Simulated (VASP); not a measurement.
# SiNi3 (Pm-3m) in VASP: notebook

SiNi3 is run at these levels: PBE; tasks: single point.

All numbers are computed with VASP 6.6.1; they aren't measurements. Logs are shortened: lines on timing, memory, paths and dates and some standing lists are left out, and cuts for length are marked.

## (1) The cell of the first run

The structure is cubic, space group Pm-3m (No. 221). The conventional cell has a = 3.541 Å, b = 3.541 Å, c = 3.541 Å, α = 90.00°, β = 90.00°, γ = 90.00°. Si (site symmetry m-3m) has 12 Ni at 2.50 Å within 3.3 Å. Within 3.3 Å of Ni (site symmetry 4/mmm) lie 4 Si at 2.50 Å and 8 Ni at 2.50 Å.

## (2) Single point, PBE (volume scaled by 1.03)

Contents of INCAR:

```
SYSTEM = SiNi3
PREC = Accurate ; ENCUT = 520
EDIFF = 1E-6 ; ISMEAR = 0
SIGMA = 0.1 ; LREAL = .FALSE.
LASPH = .TRUE. ; NELM = 100
ALGO = Fast ; ISIF = 2
LWAVE = .FALSE. ; LCHARG = .FALSE.
GGA = PE ; NBANDS = 25
```

Contents of KPOINTS:

```
regular mesh
0
G
  12 12 12
  0 0 0
```

Contents of POSCAR:

```
SiNi3
1.0
    3.5409853205      0.0000000000      0.0000000000
    0.0000000000      3.5409853205      0.0000000000
    0.0000000000      0.0000000000      3.5409853205
Si Ni
1 3
Direct
    0.0000000000      0.0000000000      0.0000000000
    0.0000000000      0.5000000000      0.5000000000
    0.5000000000      0.0000000000      0.5000000000
    0.5000000000      0.5000000000      0.0000000000
```

Potentials or basis: VASP PAW PBE potentials, release 64 (Si, Ni).

Started as:

```console
$ cat potpaw_PBE.64/Si/POTCAR potpaw_PBE.64/Ni/POTCAR > POTCAR
$ mpirun -np 1 vasp_std > vasp.out
```

OUTCAR:

```text
SYSTEM = SiNi3
   PREC = Accurate
   ENCUT = 520
   EDIFF = 1E-6
   ISMEAR = 0
   LREAL = .FALSE.
   LASPH = .TRUE.
   NELM = 100
   ISIF = 2
   GGA = PE

 ion  position               nearest neighbor table
   1  0.000  0.000  0.000-   2 2.50   3 2.50   4 2.50   2 2.50   3 2.50   2 2.50   4 2.50   2 2.50
                             3 2.50   4 2.50   3 2.50   4 2.50
   2  0.000  0.500  0.500-   1 2.50   3 2.50   4 2.50   1 2.50   4 2.50   1 2.50   3 2.50   1 2.50
                             3 2.50   4 2.50   4 2.50   3 2.50
   3  0.500  0.000  0.500-   1 2.50   2 2.50   4 2.50   1 2.50   4 2.50   2 2.50   4 2.50   4 2.50
                             1 2.50   2 2.50   1 2.50   2 2.50
   4  0.500  0.500  0.000-   1 2.50   2 2.50   3 2.50   2 2.50   3 2.50   1 2.50   3 2.50   3 2.50
                             1 2.50   2 2.50   2 2.50   1 2.50

  LATTYP: Found a simple cubic cell.
 ALAT       =     3.5409853205

  Lattice vectors:

 A1 = (   3.5409853205,   0.0000000000,   0.0000000000)
 A2 = (   0.0000000000,   3.5409853205,   0.0000000000)
 A3 = (   0.0000000000,   0.0000000000,   3.5409853205)

Analysis of symmetry for initial positions (statically):
=====================================================================
 Subroutine PRICEL returns:
 Original cell was already a primitive cell.

 Routine SETGRP: Setting up the symmetry group for a
 simple cubic supercell.

 Subroutine GETGRP returns: Found 48 space group operations
 (whereof 48 operations were pure point group operations)
 out of a pool of 48 trial point group operations.

The static configuration has the point symmetry O_h .

Analysis of symmetry for dynamics (positions and initial velocities):
=====================================================================
 Subroutine PRICEL returns:
 Original cell was already a primitive cell.

 Routine SETGRP: Setting up the symmetry group for a
 simple cubic supercell.

 Subroutine GETGRP returns: Found 48 space group operations
 (whereof 48 operations were pure point group operations)
 out of a pool of 48 trial point group operations.

The dynamic configuration has the point symmetry O_h .

 Subroutine INISYM returns: Found 48 space group operations
 (whereof 48 operations are pure point group operations),
 and found     1 'primitive' translations

----------------------------------------------------------------------------------------

                                     Primitive cell

  volume of cell :      44.3989

  direct lattice vectors                    reciprocal lattice vectors
     3.540985320  0.000000000  0.000000000     0.282407271  0.000000000  0.000000000
     0.000000000  3.540985320  0.000000000     0.000000000  0.282407271  0.000000000
     0.000000000  0.000000000  3.540985320     0.000000000  0.000000000  0.282407271

  length of vectors
     3.540985320  3.540985320  3.540985320     0.282407271  0.282407271  0.282407271

  position of ions in fractional coordinates (direct lattice)
     0.000000000  0.000000000  0.000000000
     0.000000000  0.500000000  0.500000000
     0.500000000  0.000000000  0.500000000
     0.500000000  0.500000000  0.000000000

  ion indices of the primitive-cell ions
   primitive index   ion index
                 1           1
                 2           2
                 3           3
                 4           4

----------------------------------------------------------------------------------------

 KPOINTS: regular mesh

Automatic generation of k-mesh.
 Grid dimensions read from file:
 generate k-points for:   12   12   12

 Generating k-lattice:

  Cartesian coordinates                     Fractional coordinates (reciprocal lattice)
     0.023533939  0.000000000  0.000000000     0.083333333  0.000000000  0.000000000
     0.000000000  0.023533939  0.000000000     0.000000000  0.083333333  0.000000000
     0.000000000  0.000000000  0.023533939     0.000000000  0.000000000  0.083333333

  Length of vectors
     0.023533939  0.023533939  0.023533939

  Shift w.r.t. Gamma in fractional coordinates (k-lattice)
     0.000000000  0.000000000  0.000000000

 Subroutine IBZKPT returns following result:
 ===========================================

 Found     84 irreducible k-points:

 Following reciprocal coordinates:
            Coordinates               Weight
  0.000000  0.000000  0.000000      1.000000
  0.083333  0.000000  0.000000      6.000000
  0.166667  0.000000  0.000000      6.000000
  0.250000  0.000000  0.000000      6.000000
  0.333333  0.000000  0.000000      6.000000
  0.416667  0.000000  0.000000      6.000000
[... 16 lines left out ...]
  0.333333  0.333333  0.000000     12.000000
  0.416667  0.333333  0.000000     24.000000
 [... further k-points ...]
   k-points           NKPTS =     84   k-points in BZ     NKDIM =     84   number of bands    NBANDS=     25
   number of dos      NEDOS =    301   number of ions     NIONS =      4
   total plane-waves  NPLWV =  21952
   dimension x,y,z NGX =    28 NGY =   28 NGZ =   28
   dimension x,y,z NGXF=    56 NGYF=   56 NGZF=   56
   ions per type =               1   3
   NGX,Y,Z   is equivalent  to a cutoff of  13.15, 13.15, 13.15 a.u.
   NGXF,Y,Z  is equivalent  to a cutoff of  26.29, 26.29, 26.29 a.u.
 SYSTEM =  SiNi3
   PREC   = accura    normal or accurate (medium, high low for compatibility)
   ISTART =      0    job   : 0-new  1-cont  2-samecut
   ICHARG =      2    charge: 1-file 2-atom 10-const
   ISPIN  =      1    spin polarized calculation?
   LNONCOLLINEAR =      F non collinear calculations
   LSORBIT =      F    spin-orbit coupling
   LASPH  =      T    aspherical Exc in radial PAW
   ENCUT  =  520.0 eV  38.22 Ry    6.18 a.u.   6.58  6.58  6.58*2*pi/ulx,y,z
   NELM   =    100;   NELMIN=  2; NELMDL= -5     # of ELM steps
   EDIFF  = 0.1E-05   stopping-criterion for ELM
   LREAL  =      F    real-space projection
   EDIFFG = 0.1E-04   stopping-criterion for IOM
   NSW    =      0    number of steps for IOM
   IBRION =     -1    ionic relax: 0-MD 1-quasi-New 2-CG
   NFREE  =      0    steps in history (QN), initial steepest desc. (CG)
   ISIF   =      2    stress and relaxation
   ISYM   =      2    0-nonsym 1-usesym 2-fastsym
   POTIM  = 0.5000    time-step for ionic-motion
   TEBEG  =    0.0;   TEEND  =   0.0 temperature during run
   PSTRESS=    0.0 pullay stress
   NELECT =      34.0000    total number of electrons
   NUPDOWN=      -1.0000    fix difference up-down
   EMIN   =  10.00;   EMAX   =-10.00  energy-range for DOS
   EFERMI =   0.00;   METHOD = LEGACY
   ISMEAR =     0;   SIGMA  =   0.10  broadening in eV -4-tet -1-fermi 0-gaus
   EFERMI_NEDOS =   21; number of points for ismear=-14 and -15
   IALGO  =     68    algorithm
   IMIX   =      4    mixing-type and parameters
     AMIX     =   0.40;   BMIX     =  1.00
     AMIX_MAG =   1.60;   BMIX_MAG =  1.00
  volume/ion in A,a.u.               =      11.10        74.90
  Fermi-wavevector in a.u.,A,eV,Ry     =   1.497765  2.830365 30.521949  2.243300
  Thomas-Fermi vector in A             =   2.609611
   LORBIT       =      0    0 simple, 1 ext, 2 COOP (PROOUT), +10 PAW based schemes
   GGA     = PE    functional components
   LHFCALC =     F    Hartree Fock is set to
   AEXX    =    0.0000 exact exchange contribution
   IVDW    =     0    specifies the selected vdW correction
   LEPSILON=     F    determine dielectric tensor
   LRPA    =     F    only Hartree local field effects (RPA)
 non-spin polarized calculation
 RMM-DIIS sequential band-by-band and
 Gauss-broadening in eV      SIGMA  =   0.10
  energy-cutoff  :      520.00
  volume of cell :       44.40
 maximum number of plane-waves:      1222
 NGX is ok and might be reduce to    28
   NGX = 13   NGY = 13   NGZ = 13

 number of electron      33.9999987 magnetization

 Free energy of the ion-electron system (eV)
  ---------------------------------------------------
  ext. energy  EPLUGINS =         0.00000000
  ---------------------------------------------------
  free energy    TOTEN  =       -23.66189697 eV

  energy without entropy =      -23.65133288  energy(sigma->0) =      -23.65661492

 E-fermi :  10.2173     XC(G=0): -12.9353

 val. band max:       10.2061499283   @ k =   0.0833   0.0833   0.0000
 cond. band min:      10.2375579482   @ k =   0.4167   0.4167   0.3333
 fundamental gap:      0.0314080199
 Fermi energy:        10.2173150216

 k-point     1 :       0.0000    0.0000    0.0000
  band No.  band energies     occupation
      1      -1.4770      2.00000
      2       5.5332      2.00000
      3       6.3426      2.00000
      4       6.3426      2.00000
      5       6.8406      2.00000
      6       6.8406      2.00000
[... 17 lines left out ...]
     24      20.5627      0.00000
     25      20.5627      0.00000

 k-point     2 :       0.0833    0.0000    0.0000
  band No.  band energies     occupation
      1      -1.3978      2.00000
      2       5.5477      2.00000
      3       6.2251      2.00000
      4       6.3983      2.00000
      5       6.8327      2.00000
      6       6.8327      2.00000
[... 17 lines left out ...]
     24      20.3041      0.00000
     25      20.3574      0.00000

 k-point     3 :       0.1667    0.0000    0.0000
  band No.  band energies     occupation
      1      -1.1632      2.00000
      2       5.4240      2.00000
      3       6.0006      2.00000
      4       6.5592      2.00000
      5       6.8047      2.00000
      6       6.8047      2.00000
[... 17 lines left out ...]
     24      19.4541      0.00000
     25      19.9688      0.00000

 k-point     4 :       0.2500    0.0000    0.0000
  band No.  band energies     occupation
      1      -0.7849      2.00000
      2       4.7701      2.00000
      3       6.0682      2.00000
      4       6.7520      2.00000
      5       6.7520      2.00000
      6       6.8051      2.00000
[... 17 lines left out ...]
     24      18.2817      0.00000
     25      20.2271      0.00000
[... 477 lines left out ...]
 k-point    22 :       0.5000    0.2500    0.0000
  band No.  band energies     occupation
      1       1.0502      2.00000
      2       3.3199      2.00000
      3       5.6129      2.00000
      4       6.4944      2.00000
      5       6.7750      2.00000
      6       7.3953      2.00000
[... 17 lines left out ...]
     24      19.7154      0.00000
     25      20.2242      0.00000

 k-point    23 :       0.3333    0.3333    0.0000
  band No.  band energies     occupation
      1       0.7635      2.00000
      2       4.5940      2.00000
      3       4.7544      2.00000
      4       6.4921      2.00000
      5       6.7667      2.00000
      6       7.2953      2.00000
[... 17 lines left out ...]
     24      19.8439      0.00000
     25      20.3533      0.00000

 k-point    24 :       0.4167    0.3333    0.0000
  band No.  band energies     occupation
      1       1.2019      2.00000
      2       4.0205      2.00000
      3       4.9296      2.00000
      4       6.4537      2.00000
      5       6.8323      2.00000
      6       7.4465      2.00000
[... 17 lines left out ...]
     24      19.8070      0.00000
     25      20.6660      0.00000

 [... further k-points ...]
[... 5 lines left out ...]
  --------------------------------------------------------------------------------------
  -------------------------------------------------------------------------------------
  Total       -1.5948571     -1.5948571     -1.5948571      0.0000000      0.0000000     -0.0000000
  in kB      -57.5519421    -57.5519421    -57.5519421      0.0000000      0.0000000     -0.0000000
  external PRESSURE =     -57.5519421 kB  Pullay stress =       0.0000000 kB

 VOLUME and BASIS-vectors are now :
 -----------------------------------------------------------------------------
  energy-cutoff  :      520.00
  volume of cell :       44.40
      direct lattice vectors                 reciprocal lattice vectors
     3.540985320  0.000000000  0.000000000     0.282407271  0.000000000  0.000000000
     0.000000000  3.540985320  0.000000000     0.000000000  0.282407271  0.000000000
     0.000000000  0.000000000  3.540985320     0.000000000  0.000000000  0.282407271

 POSITION                                       TOTAL-FORCE (eV/Angst)
 -----------------------------------------------------------------------------------
      0.00000      0.00000      0.00000         0.000000      0.000000      0.000000
      0.00000      1.77049      1.77049         0.000000      0.000000      0.000000
      1.77049      0.00000      1.77049         0.000000      0.000000      0.000000
      1.77049      1.77049      0.00000         0.000000      0.000000      0.000000
 -----------------------------------------------------------------------------------
    total drift:                                0.000000      0.000000      0.000000

  FREE ENERGIE OF THE ION-ELECTRON SYSTEM (eV)
  ---------------------------------------------------
  free  energy   TOTEN  =       -23.6618969663 eV

  energy  without entropy=      -23.6513328803  energy(sigma->0) =      -23.65661492
```

Wall time 65 s (1 thread of AMD EPYC 9R14 (Zen 4), shared host); peak memory 0.17 GiB.

Results:

| Quantity | Value |
| --- | --- |
| Free energy | -23.6619 eV |
| Pressure | -5.8 GPa |
| Band gap on the k mesh | zero (band 17 reaches 10.25 eV, above the bottom of band 18 at 10.02 eV) |

 Spin polarisation is off, so any magnetic state and its effect on volume and gap are missing.

## (3) Single point, PBE (volume scaled by 1.06)

Contents of INCAR:

```
SYSTEM = SiNi3
PREC = Accurate ; ENCUT = 520
EDIFF = 1E-6 ; ISMEAR = 0
SIGMA = 0.1 ; LREAL = .FALSE.
LASPH = .TRUE. ; NELM = 60
ALGO = Normal ; ISIF = 2
LWAVE = .FALSE. ; LCHARG = .FALSE.
GGA = PE ; NBANDS = 25
```

KPOINTS is that of step 2.

Contents of POSCAR:

```
SiNi3
1.0
    3.5750353451      0.0000000000      0.0000000000
    0.0000000000      3.5750353451      0.0000000000
    0.0000000000      0.0000000000      3.5750353451
Si Ni
1 3
Direct
    0.0000000000      0.0000000000      0.0000000000
    0.0000000000      0.5000000000      0.5000000000
    0.5000000000      0.0000000000      0.5000000000
    0.5000000000      0.5000000000      0.0000000000
```

Potentials or basis: VASP PAW PBE potentials, release 64 (Si, Ni).

Started as:

```console
$ cat potpaw_PBE.64/Si/POTCAR potpaw_PBE.64/Ni/POTCAR > POTCAR
$ mpirun -np 1 vasp_std > vasp.out
```

Run time: 55 s. Hardware: 1 thread of AMD EPYC 9R14 (Zen 4), shared host; peak memory 0.18 GiB.

Results (log left out):

```yaml
Free_energy: -23.5947 eV
Pressure: -10.7 GPa
Band_gap_on_the_k_mesh: zero (band 17 reaches 9.83 eV, above the bottom of band 18 at 9.61 eV)
```

Levels at points of the mesh, in eV from the Fermi level:
```
           k point  band 15  band 16  band 17  band 18  band 19  band 20
(0.00, 0.00, 0.00)    -0.57    -0.28     0.02     0.02     0.02     4.29
(0.50, 0.00, 0.00)    -1.05    -0.51     0.02     3.38     3.38     4.77
(0.50, 0.50, 0.00)    -1.02    -0.93    -0.87     0.59     0.59     5.24
(0.50, 0.50, 0.50)    -1.14    -0.27    -0.19    -0.19    -0.19     0.96
```

 Spin polarisation is off, so any magnetic state and its effect on volume and gap are missing.
